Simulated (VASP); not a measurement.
Wanted: the native input for a VASP 6.6.1 run.

- Task: single point
- Functional: LDA
- Potentials or basis: VASP PAW LDA potentials, release 64 (Pb_d, Se)
- Cutoff: 520 eV
- k mesh: 10 × 10 × 10
- Occupations: gaussian, width 0.03 eV
- Spin: no spin polarisation
- Dipole correction: no
- Further INCAR settings: ALGO = Normal; EDIFF = 1e-07; NBANDS = 17

The structure of PbSe lies in POSCAR:

```
PbSe
1.0
    0.0000000000      2.7282028466      3.8576788251
    2.7282028466      0.0000000000      3.8576788251
    2.7282028466      2.7282028466      0.0000000000
Pb Se
1 1
Direct
    0.0000000000      0.0000000000      0.0000000000
    0.5000000000      0.5000000000      0.5000000000
```

This cell differs from its parent crystal: ratio of the length along z to the lengths across it x 1.414, volume and fractional coordinates fixed.

One way to write it, as run:

INCAR

```
  PREC = Accurate
  ENCUT = 520
  EDIFF = 1E-7
  ISMEAR = 0
  SIGMA = 0.03
  LREAL = False
  LASPH = True
  NELM = 100
  ALGO = Normal
  ISIF = 2
  LWAVE = False
  LCHARG = False
  NBANDS = 17
```

KPOINTS

```
Automatic mesh
0
Gamma
  10 10 10
```

Potentials or basis: VASP PAW LDA potentials, release 64 (Pb_d, Se).

The run is started by

```console
$ cat potpaw_LDA.64/Pb_d/POTCAR potpaw_LDA.64/Se/POTCAR > POTCAR
$ mpirun -np 1 vasp_std > vasp.out
```

It gave:

* Pressure: 11.0 GPa
* Band gap on the k mesh: zero (bands 10 and 11 overlap by 0.88 eV)

Caveat: the cell stands under pressure; spin-orbit coupling is left out, which moves the levels of the heavy elements.

Run time: 51 s on 1 thread of Intel(R) Xeon(R) 6975P-C (Granite Rapids) (shared host), peak memory 0.23 GiB.
